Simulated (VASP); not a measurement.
# In3As: single point with PBEsol

Crystal: In3As.

```
In As
1.0
     4.16390    0.00000    0.00000
     0.00000    4.16390    0.00000
     0.00000    0.00000    4.16390
In As
3 1
Direct
  0.50000 0.50000 0.00000
  0.50000 0.00000 0.50000
  0.00000 0.50000 0.50000
  0.00000 0.00000 0.00000
```

```json
{
 "Program": "VASP 6.6.1",
 "Task": "single point",
 "Functional": "PBEsol",
 "Potentials or basis": "VASP PAW PBE potentials, release 64 (In_d, As)",
 "Cutoff": "520 eV",
 "k mesh": "6 × 6 × 6",
 "Occupations": "fermi-dirac, width 0.05 eV",
 "Spin": "no spin polarisation"
}
```

```json
{
  "Pressure": "30.2 GPa",
  "Band gap on the k mesh": "zero (band 22 reaches 12.26 eV, above the bottom of band 23 at 6.46 eV)"
}
```

Levels at points of the mesh, in eV from the Fermi level:
```tsv
k point	band 19	band 20	band 21	band 22	band 23	band 24	band 25	band 26
(0.00, 0.00, 0.00)	-4.79	-4.79	-1.73	-1.73	2.13	2.13	2.13	5.07
(0.50, 0.00, 0.00)	-2.79	-2.79	-0.99	-0.99	-0.43	-0.28	0.58	5.77
(0.50, 0.50, 0.00)	-7.85	-1.49	-0.90	0.95	0.95	1.51	1.51	2.25
(0.50, 0.50, 0.50)	-6.38	-5.42	-4.86	-4.86	-4.86	6.19	6.19	6.19
```

Wall time 16 s on 1 thread of AMD EPYC 9R45 (Zen 5), with other jobs on the host, peak memory 0.15 GiB.

Caveat: the PAW data sets were made with another functional, which shifts forces and pressure a little; spin-orbit coupling is left out, which moves the levels of the heavy elements.
